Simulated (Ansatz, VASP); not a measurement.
# Zr in VASP and in Ansatz

```
CELL_PARAMETERS angstrom
3.23923 0.00000 0.00000
-1.61962 2.80526 0.00000
0.00000 0.00000 5.17222
ATOMIC_POSITIONS crystal
Zr 0.33333 0.66667 0.25000
Zr 0.66667 0.33333 0.75000
```

Alike in both runs: task relaxation of cell and atoms; functional PBE; k mesh 21 × 21 × 12; occupations gaussian, width 0.1 eV; no spin polarisation.

|  | VASP | Ansatz |
| --- | --- | --- |
| version | VASP 6.6.1 | Ansatz 0.2.0 |
| potentials or method | VASP PAW PBE potentials, release 64 (Zr_sv), cutoff 500 eV | scalar-relativistic, plane waves, PAW |
| valence electrons in the cell | 24 | 24 |

```tsv
	VASP	Ansatz	Ansatz less VASP
gap on the k mesh at the Fermi level, each at its own relaxed structure (eV)	none	none	-
relaxed volume (Å³/atom)	23.39	23.39	-0.007
relaxed length of the cell vector where the two differ most in proportion (Å)	3.232	3.232	-0.0008
```

A gap of «none» marks a metal or a gap that the smearing closes.
